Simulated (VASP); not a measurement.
Runs of VASP 6.6.1 on K. The structure is that of space group Im-3m (No. 229), or close to it. The cells are those of the table. 

```csv
task,spin,cell,k mesh,cutoff (eV),gap on the mesh (eV),pressure (GPa)
single point,off,"a = 4.757 Å, angles 109.5°, 1 atom",14 × 14 × 14,520,none,(a)
single point,"non-collinear, zero start, SOC","a = 4.695 Å, angles 109.5°, 1 atom",8 × 8 × 8,520,-,0.0
single point,off,"a = 4.566 Å, angles 109.5°, 1 atom",14 × 14 × 14,520,none,0.3
single point,off,"a = 4.817 Å, angles 109.5°, 1 atom",14 × 14 × 14,520,none,-0.2
single point,off,"a = 4.695 Å, angles 109.5°, 1 atom",9 × 9 × 9,520,none,0.0
single point,off,"a = 4.695 Å, angles 109.5°, 1 atom",14 × 14 × 14,520,none,0.0
single point,off,"a = 4.632 Å, angles 109.5°, 1 atom",14 × 14 × 14,520,none,0.1
relaxation of cell and atoms,off,"relaxed from a = 4.525 Å, angles 109.5°, 1 atom",9 × 9 × 9,600,none,0.0
single point,off,"a = 4.876 Å, angles 109.5°, 1 atom",14 × 14 × 14,520,none,(b)
single point,off,"a = 4.499 Å, angles 109.5°, 1 atom",14 × 14 × 14,520,none,0.5
```

Alike in all rows: level revPBE; potentials or basis VASP PAW PBE potentials, release 64 (K_sv); smearing fermi-dirac 0.1 eV.

Problem. Fill in the values left out.

Solution. (a) -0.1; (b) -0.3.

Caveats: the PAW data sets were made with another functional, which shifts forces and pressure a little.

A gap of «none» marks levels without a gap at the run's occupations.
